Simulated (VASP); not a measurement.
# Mg3Sb2 (P-3m1) in VASP: further runs

Mg3Sb2 is run at these levels: PBE, r2SCAN; tasks: single point.

Everything below comes from runs of VASP 6.6.1. Logs are shortened: lines on timing, memory, paths and dates and some standing lists are left out, and cuts for length are marked.

## Step 1: The cell of the first run

The structure is trigonal, space group P-3m1 (No. 164). Conventional cell: a = 4.598 Å, b = 4.598 Å, c = 7.263 Å, α = 90.00°, β = 90.00°, γ = 120.00°. Within 3.8 Å of Mg (site symmetry 3m) lie 4 Sb at 2.85 to 2.95 Å and 6 Mg at 3.28 to 3.76 Å. Mg (site symmetry -3m) has 6 Sb at 3.12 Å and 6 Mg at 3.76 Å within 4.1 Å. Sb (site symmetry 3m) has 7 Mg at 2.85 to 3.12 Å within 3.8 Å.

## Step 2: Single point, PBE

Input file INCAR:

```
SYSTEM = Mg3Sb2
  ALGO = Normal
  EDIFF = 1E-6
  ENCUT = 600
  GGA = PE
  GGA_COMPAT = .False.
  ISIF = 2
  ISMEAR = -1
  LASPH = .True.
  LCHARG = .False.
  LREAL = .False.
  LWAVE = .False.
  NBANDS = 16
  NELM = 120
  PREC = Accurate
  SIGMA = 0.02
```

Input file KPOINTS:

```
k-points
0
Gamma
  6 6 4
  0 0 0
```

Input file POSCAR:

```
Mg3Sb2
1.0
    4.5981739643      0.0000000000      0.0000000000
   -2.2990869822      3.9821354641      0.0000000000
    0.0000000000      0.0000000000      7.2632888034
Mg Sb
3 2
Direct
    0.3333333333      0.6666666667      0.6325117476
    0.6666666667      0.3333333333      0.3674882524
    0.0000000000      0.0000000000      0.0000000000
    0.3333333333      0.6666666667      0.2257132291
    0.6666666667      0.3333333333      0.7742867709
```

Potentials or basis: VASP PAW PBE potentials, release 64 (Mg, Sb).

Command:

```sh
cat potpaw_PBE.64/Mg/POTCAR potpaw_PBE.64/Sb/POTCAR > POTCAR
mpirun -np 1 vasp_std > vasp.out
```

OUTCAR:

```text
SYSTEM = Mg3Sb2
   EDIFF = 1E-6
   ENCUT = 600
   GGA = PE
   ISIF = 2
   ISMEAR = -1
   LASPH = .True.
   LREAL = .False.
   NELM = 120
   PREC = Accurate

 ion  position               nearest neighbor table
   1  0.333  0.667  0.633-   5 2.85   5 2.85   5 2.85   4 2.95   2 3.28   2 3.28   2 3.28
   2  0.667  0.333  0.367-   4 2.85   4 2.85   4 2.85   5 2.95   1 3.28   1 3.28   1 3.28
   3  0.000  0.000  0.000-   4 3.12   5 3.12   5 3.12   4 3.12   5 3.12   4 3.12
   4  0.333  0.667  0.226-   2 2.85   2 2.85   2 2.85   1 2.95   3 3.12   3 3.12   3 3.12
   5  0.667  0.333  0.774-   1 2.85   1 2.85   1 2.85   2 2.95   3 3.12   3 3.12   3 3.12

  LATTYP: Found a hexagonal cell.
 ALAT       =     4.5981739643
 C/A-ratio  =     1.5796028727

  Lattice vectors:

 A1 = (   4.5981739643,   0.0000000000,   0.0000000000)
 A2 = (  -2.2990869822,   3.9821354641,   0.0000000000)
 A3 = (   0.0000000000,   0.0000000000,   7.2632888034)

Analysis of symmetry for initial positions (statically):
=====================================================================
 Subroutine PRICEL returns:
 Original cell was already a primitive cell.

 Routine SETGRP: Setting up the symmetry group for a
 hexagonal supercell.

 Subroutine GETGRP returns: Found 12 space group operations
 (whereof 12 operations were pure point group operations)
 out of a pool of 24 trial point group operations.

The static configuration has the point symmetry D_3d.

Analysis of symmetry for dynamics (positions and initial velocities):
=====================================================================
 Subroutine PRICEL returns:
 Original cell was already a primitive cell.

 Routine SETGRP: Setting up the symmetry group for a
 hexagonal supercell.

 Subroutine GETGRP returns: Found 12 space group operations
 (whereof 12 operations were pure point group operations)
 out of a pool of 24 trial point group operations.

The dynamic configuration has the point symmetry D_3d.

 Subroutine INISYM returns: Found 12 space group operations
 (whereof 12 operations are pure point group operations),
 and found     1 'primitive' translations

----------------------------------------------------------------------------------------

                                     Primitive cell

  volume of cell :     132.9948

  direct lattice vectors                    reciprocal lattice vectors
     4.598173964  0.000000000  0.000000000     0.217477635  0.125560771  0.000000000
    -2.299086982  3.982135464  0.000000000     0.000000000  0.251121542  0.000000000
     0.000000000  0.000000000  7.263288803     0.000000000  0.000000000  0.137678678

  length of vectors
     4.598173964  4.598173964  7.263288803     0.251121542  0.251121542  0.137678678

  position of ions in fractional coordinates (direct lattice)
     0.333333333  0.666666667  0.632511748
     0.666666667  0.333333333  0.367488252
     0.000000000  0.000000000  0.000000000
     0.333333333  0.666666667  0.225713229
     0.666666667  0.333333333  0.774286771

  ion indices of the primitive-cell ions
   primitive index   ion index
                 1           1
                 2           2
                 3           3
                 4           4
                 5           5

----------------------------------------------------------------------------------------

 KPOINTS: k-points

Automatic generation of k-mesh.
 Grid dimensions read from file:
 generate k-points for:    6    6    4

 Generating k-lattice:

  Cartesian coordinates                     Fractional coordinates (reciprocal lattice)
     0.036246273  0.020926795  0.000000000     0.166666667  0.000000000  0.000000000
     0.000000000  0.041853590  0.000000000     0.000000000  0.166666667  0.000000000
     0.000000000  0.000000000  0.034419669     0.000000000  0.000000000  0.250000000

  Length of vectors
     0.041853590  0.041853590  0.034419669

  Shift w.r.t. Gamma in fractional coordinates (k-lattice)
     0.000000000  0.000000000  0.000000000

 Subroutine IBZKPT returns following result:
 ===========================================

 Found     24 irreducible k-points:

 Following reciprocal coordinates:
            Coordinates               Weight
  0.000000  0.000000  0.000000      1.000000
  0.166667  0.000000  0.000000      6.000000
  0.333333  0.000000  0.000000      6.000000
  0.500000  0.000000  0.000000      3.000000
  0.166667  0.166667  0.000000      6.000000
  0.333333  0.166667  0.000000     12.000000
[... 16 lines left out ...]
  0.333333  0.166667  0.500000     12.000000
  0.333333  0.333333  0.500000      2.000000
   k-points           NKPTS =     24   k-points in BZ     NKDIM =     24   number of bands    NBANDS=     16
   number of dos      NEDOS =    301   number of ions     NIONS =      5
   total plane-waves  NPLWV =  96000
   dimension x,y,z NGX =    40 NGY =   40 NGZ =   60
   dimension x,y,z NGXF=    80 NGYF=   80 NGZF=  120
   ions per type =               3   2
   NGX,Y,Z   is equivalent  to a cutoff of  14.46, 14.46, 13.73 a.u.
   NGXF,Y,Z  is equivalent  to a cutoff of  28.92, 28.92, 27.47 a.u.
 SYSTEM =  Mg3Sb2
   PREC   = accura    normal or accurate (medium, high low for compatibility)
   ISTART =      0    job   : 0-new  1-cont  2-samecut
   ICHARG =      2    charge: 1-file 2-atom 10-const
   ISPIN  =      1    spin polarized calculation?
   LNONCOLLINEAR =      F non collinear calculations
   LSORBIT =      F    spin-orbit coupling
   LASPH  =      T    aspherical Exc in radial PAW
   ENCUT  =  600.0 eV  44.10 Ry    6.64 a.u.   9.18  9.18 14.51*2*pi/ulx,y,z
   NELM   =    120;   NELMIN=  2; NELMDL= -5     # of ELM steps
   EDIFF  = 0.1E-05   stopping-criterion for ELM
   LREAL  =      F    real-space projection
   EDIFFG = 0.1E-04   stopping-criterion for IOM
   NSW    =      0    number of steps for IOM
   IBRION =     -1    ionic relax: 0-MD 1-quasi-New 2-CG
   NFREE  =      0    steps in history (QN), initial steepest desc. (CG)
   ISIF   =      2    stress and relaxation
   ISYM   =      2    0-nonsym 1-usesym 2-fastsym
   POTIM  = 0.5000    time-step for ionic-motion
   TEBEG  =    0.0;   TEEND  =   0.0 temperature during run
   PSTRESS=    0.0 pullay stress
   NELECT =      16.0000    total number of electrons
   NUPDOWN=      -1.0000    fix difference up-down
   EMIN   =  10.00;   EMAX   =-10.00  energy-range for DOS
   EFERMI =   0.00;   METHOD = LEGACY
   ISMEAR =    -1;   SIGMA  =   0.02  broadening in eV -4-tet -1-fermi 0-gaus
   EFERMI_NEDOS =   21; number of points for ismear=-14 and -15
   IALGO  =     38    algorithm
   IMIX   =      4    mixing-type and parameters
     AMIX     =   0.40;   BMIX     =  1.00
     AMIX_MAG =   1.60;   BMIX_MAG =  1.00
  volume/ion in A,a.u.               =      26.60       179.50
  Fermi-wavevector in a.u.,A,eV,Ry     =   0.808171  1.527222  8.886513  0.653140
  Thomas-Fermi vector in A             =   1.916927
   LORBIT       =      0    0 simple, 1 ext, 2 COOP (PROOUT), +10 PAW based schemes
   GGA     = PE    functional components
   LHFCALC =     F    Hartree Fock is set to
   AEXX    =    0.0000 exact exchange contribution
   IVDW    =     0    specifies the selected vdW correction
   LEPSILON=     F    determine dielectric tensor
   LRPA    =     F    only Hartree local field effects (RPA)
 non-spin polarized calculation
  energy-cutoff  :      600.00
  volume of cell :      132.99
 maximum number of plane-waves:      4455
 NGX is ok and might be reduce to    40
   NGX = 19   NGY = 19   NGZ = 29

 number of electron      16.0000000 magnetization

 Free energy of the ion-electron system (eV)
  ---------------------------------------------------
  ext. energy  EPLUGINS =         0.00000000
  ---------------------------------------------------
  free energy    TOTEN  =       -14.63457291 eV

  energy without entropy =      -14.63454976  energy(sigma->0) =      -14.63456133

 E-fermi :   4.4704     XC(G=0):  -8.7361

 val. band max:        4.3670690897   @ k =   0.0000   0.0000   0.0000
 cond. band min:       4.6123448362   @ k =   0.3333   0.3333   0.0000
 fundamental gap:      0.2452757466
 Fermi energy:         4.4703921113

 k-point     1 :       0.0000    0.0000    0.0000
  band No.  band energies     occupation
      1      -5.8804      2.00000
      2      -4.6569      2.00000
      3      -0.5085      2.00000
      4       3.2656      2.00000
      5       3.2656      2.00000
      6       3.9607      2.00000
[... 8 lines left out ...]
     15       8.3909      0.00000
     16       9.3018      0.00000

 k-point     2 :       0.1667    0.0000    0.0000
  band No.  band energies     occupation
      1      -5.6955      2.00000
      2      -4.5537      2.00000
      3      -0.2732      2.00000
      4       1.8865      2.00000
      5       2.6691      2.00000
      6       2.8239      2.00000
[... 8 lines left out ...]
     15       8.3898      0.00000
     16       8.8838      0.00000

 k-point     3 :       0.3333    0.0000    0.0000
  band No.  band energies     occupation
      1      -5.2109      2.00000
      2      -4.3759      2.00000
      3       0.2407      2.00000
      4       0.5018      2.00000
      5       1.2478      2.00000
      6       2.2825      2.00000
[... 8 lines left out ...]
     15       9.7253      0.00000
     16       9.8437      0.00000

 k-point     4 :       0.5000    0.0000    0.0000
  band No.  band energies     occupation
      1      -4.8083      2.00000
      2      -4.3942      2.00000
      3      -0.2694      2.00000
      4       0.6297      2.00000
      5       1.1487      2.00000
      6       2.0782      2.00000
[... 8 lines left out ...]
     15      10.1398      0.00000
     16      10.6819      0.00000
[... 324 lines left out ...]
 k-point    22 :       0.1667    0.1667    0.5000
  band No.  band energies     occupation
      1      -5.0187      2.00000
      2      -4.8684      2.00000
      3       0.5914      2.00000
      4       0.6622      2.00000
      5       2.2017      2.00000
      6       2.3439      2.00000
[... 8 lines left out ...]
     15       8.6875      0.00000
     16       9.5104      0.00000

 k-point    23 :       0.3333    0.1667    0.5000
  band No.  band energies     occupation
      1      -4.6342      2.00000
      2      -4.5666      2.00000
      3      -0.1965      2.00000
      4       0.0527      2.00000
      5       1.4099      2.00000
      6       1.8116      2.00000
[... 8 lines left out ...]
     15       9.8707      0.00000
     16       9.9673      0.00000

 k-point    24 :       0.3333    0.3333    0.5000
  band No.  band energies     occupation
      1      -4.4726      2.00000
      2      -4.4726      2.00000
      3       0.0936      2.00000
      4       0.0936      2.00000
      5       0.3929      2.00000
      6       1.0800      2.00000
[... 8 lines left out ...]
     15       9.4007      0.00000
     16       9.7862      0.00000

------------------------ aborting loop because EDIFF is reached ----------------------------------------

  FORCE on cell =-STRESS in cart. coord.  units (eV):
  Direction    XX          YY          ZZ          XY          YZ          ZX
  --------------------------------------------------------------------------------------
  -------------------------------------------------------------------------------------
  Total        0.0364113      0.0364113      0.0277160     -0.0000000      0.0000000      0.0000000
  in kB        0.4386443      0.4386443      0.3338923     -0.0000000      0.0000000      0.0000000
  external PRESSURE =       0.4037270 kB  Pullay stress =       0.0000000 kB

 VOLUME and BASIS-vectors are now :
 -----------------------------------------------------------------------------
  energy-cutoff  :      600.00
  volume of cell :      132.99
      direct lattice vectors                 reciprocal lattice vectors
     4.598173964  0.000000000  0.000000000     0.217477635  0.125560771  0.000000000
    -2.299086982  3.982135464  0.000000000     0.000000000  0.251121542  0.000000000
     0.000000000  0.000000000  7.263288803     0.000000000  0.000000000  0.137678678

 POSITION                                       TOTAL-FORCE (eV/Angst)
 -----------------------------------------------------------------------------------
     -0.00000      2.65476      4.59412         0.000000     -0.000000     -0.006585
      2.29909      1.32738      2.66917         0.000000      0.000000      0.006585
      0.00000      0.00000      0.00000         0.000000      0.000000      0.000000
     -0.00000      2.65476      1.63942         0.000000      0.000000     -0.014697
      2.29909      1.32738      5.62387        -0.000000     -0.000000      0.014697
 -----------------------------------------------------------------------------------
    total drift:                               -0.000000      0.000000      0.000000

  FREE ENERGIE OF THE ION-ELECTRON SYSTEM (eV)
  ---------------------------------------------------
  free  energy   TOTEN  =       -14.6345729074 eV

  energy  without entropy=      -14.6345497563  energy(sigma->0) =      -14.63456133
```

Wall time 91 s (1 thread of Intel Xeon 8259CL, shared host); peak memory 0.31 GiB.

Results:

| Property | Result |
| --- | --- |
| Free energy | -14.6346 eV |
| Pressure | 0.0 GPa |
| Largest force | 0.015 eV/Å |
| Band gap on the k mesh | 0.25 eV (least direct gap 1.00 eV) |

Forces in eV/Å, atoms in the order of the input:
```
Mg   0.000  0.000 -0.007
Mg   0.000  0.000  0.007
Mg   0.000  0.000  0.000
Sb   0.000  0.000 -0.015
Sb   0.000  0.000  0.015
```

Caveat: spin-orbit coupling is left out, which moves the levels of the heavy elements. A k mesh can miss the band edges.

(Part 1 of 2 ends here.)
